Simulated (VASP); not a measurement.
Input of a VASP 6.6.1 run:

File INCAR:

```
SYSTEM = TaN
PREC = Accurate
ENCUT = 600
EDIFF = 1E-6
ISMEAR = 1
SIGMA = 0.1
LREAL = .False.
LASPH = .True.
NELM = 120
ALGO = Normal
ISIF = 2
LWAVE = .False.
LCHARG = .False.
GGA = PS
NBANDS = 78
GGA_COMPAT = .False.
```

File KPOINTS:

```
regular mesh
0
Gamma
  4 4 4
  0 0 0
```

File POSCAR:

```
TaN
1.0
    0.0000000000      4.4157308772      4.4157308772
    4.4157308772      0.0000000000      4.4157308772
    4.4157308772      4.4157308772      0.0000000000
Ta N
8 8
Direct
    0.2500000000      0.2500000000      0.2500000000
    0.2500000000      0.2500000000      0.7500000000
    0.2500000000      0.7500000000      0.2500000000
    0.2500000000      0.7500000000      0.7500000000
    0.7500000000      0.2500000000      0.2500000000
    0.7500000000      0.2500000000      0.7500000000
    0.7500000000      0.7500000000      0.2500000000
    0.7500000000      0.7500000000      0.7500000000
    0.0000000000      0.0000000000      0.0000000000
    0.0000000000      0.0000000000      0.5000000000
    0.0000000000      0.5000000000      0.0000000000
    0.0000000000      0.5000000000      0.5000000000
    0.5000000000      0.0000000000      0.0000000000
    0.5000000000      0.0000000000      0.5000000000
    0.5000000000      0.5000000000      0.0000000000
    0.5000000000      0.5000000000      0.5000000000
```

Potentials or basis: VASP PAW PBE potentials, release 64 (Ta_pv, N).

Command:

```console
$ cat potpaw_PBE.64/Ta_pv/POTCAR potpaw_PBE.64/N/POTCAR > POTCAR
$ mpirun -np 1 vasp_std > vasp.out
```

What does it give for the pressure?

-8.3 GPa.

What does it give for the band gap on the k mesh?

Zero (band 64 reaches 9.91 eV, above the bottom of band 65 at 8.84 eV).

Caveat: the PAW data sets were made with another functional, which shifts forces and pressure a little; spin-orbit coupling is left out, which moves the levels of the heavy elements.
